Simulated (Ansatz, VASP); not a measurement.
## One calculation of AgCl, two programs

Contents of INCAR:

```
SYSTEM = AgCl
ALGO = Normal
EDIFF = 1E-7
ENCUT = 520
GGA = PE
ISIF = 2
ISMEAR = 0
LASPH = .TRUE.
LCHARG = .FALSE.
LREAL = .FALSE.
LWAVE = .FALSE.
NBANDS = 16
NELM = 60
PREC = Accurate
SIGMA = 0.05
```

KPOINTS

```
k-points
0
G
  10 10 10
  0 0 0
```

Contents of POSCAR:

```
AgCl
1.0
    0.0000000000      2.6096340635      3.1315608762
    2.6096340635      0.0000000000      3.1315608762
    2.6096340635      2.6096340635      0.0000000000
Ag Cl
1 1
Direct
    0.5000000000      0.5000000000      0.5000000000
    0.0000000000      0.0000000000      0.0000000000
```

Input for Ansatz:

```yaml
crystal:
  lattice:
    - [0.0, 2.6096340635, 3.1315608762]
    - [2.6096340635, 0.0, 3.1315608762]
    - [2.6096340635, 2.6096340635, 0.0]
  atoms:
    - { symbol: Ag, position: [0.5, 0.5, 0.5] }
    - { symbol: Cl, position: [0.0, 0.0, 0.0] }
basis:
  ecutwfc: 420
kpoints:
  mp_grid: { grid: [10, 10, 10] }
hamiltonian:
  xc: pbe
scf:
  occupations: { method: gaussian, width: 0.05 }
output:
  forces: true
  stress: true
  eigenvalues: true
```

Alike in both runs: task single point; functional PBE; k mesh 10 × 10 × 10; occupations gaussian, width 0.05 eV; no spin polarisation.

|  | VASP | Ansatz |
| --- | --- | --- |
| version | VASP 6.6.1 | Ansatz 0.2.0 |
| potentials or method | VASP PAW PBE potentials, release 64 (Ag, Cl), cutoff 520 eV | scalar-relativistic, plane waves, PAW |
| valence electrons in the cell | 18 | 26 |

VASP gave:

```
gap on the k mesh at the Fermi level (eV)                     : 0.47
least direct gap on the mesh (eV)                             : 3.32
pressure (GPa)                                                : 4.5
traceless stress, the component that is largest in VASP (GPa) : -4.20
```

What did Ansatz give for the same quantities?

gap on the k mesh at the Fermi level (eV): 0.47; least direct gap on the mesh (eV): 3.32; pressure (GPa): 4.6; traceless stress, the component that is largest in VASP (GPa): -4.27.

VASP's potentials hold 18 valence electrons a cell and Ansatz's 26, so a difference there can come from the potentials and not from the codes.
